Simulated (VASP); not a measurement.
AlAu20, 21 atoms in the cell. The cell holds a slab with vacuum, 21 atoms: a = 5.765 Å, b = 5.765 Å, c = 28.609 Å, α = 90.00°, β = 90.00°, γ = 120.00°. 

| Item | Value |
| --- | --- |
| Program | VASP 6.6.1 |
| Task | single point |
| Functional | PBE |
| Dispersion | D3(BJ) |
| Potentials or basis | VASP PAW PBE potentials, release 64 (Au, Al) |
| Cutoff | 520 eV |
| k mesh | 6 × 6 × 1 |
| Occupations | gaussian, width 0.1 eV |
| Spin | no spin polarisation |
| Dipole correction | yes |
| Further INCAR settings | LREAL = Auto; ALGO = Normal; EDIFF = 1e-06; NBANDS = 128 |

Potentials or basis: VASP PAW PBE potentials, release 64 (Au, Al).

Launch:

```sh
$ cat potpaw_PBE.64/Au/POTCAR potpaw_PBE.64/Al/POTCAR > POTCAR
$ mpirun -np 1 vasp_std > vasp.out
```

Hardware: 1 thread of Intel(R) Xeon(R) 6975P-C (Granite Rapids) (shared host).

Question: Estimate the wall time of this run.

Answer: Run time: 30 min on 1 thread of Intel(R) Xeon(R) 6975P-C (Granite Rapids), on a shared host, peak memory 1.2 GiB. Counts: scf iterations 40, k points 7.
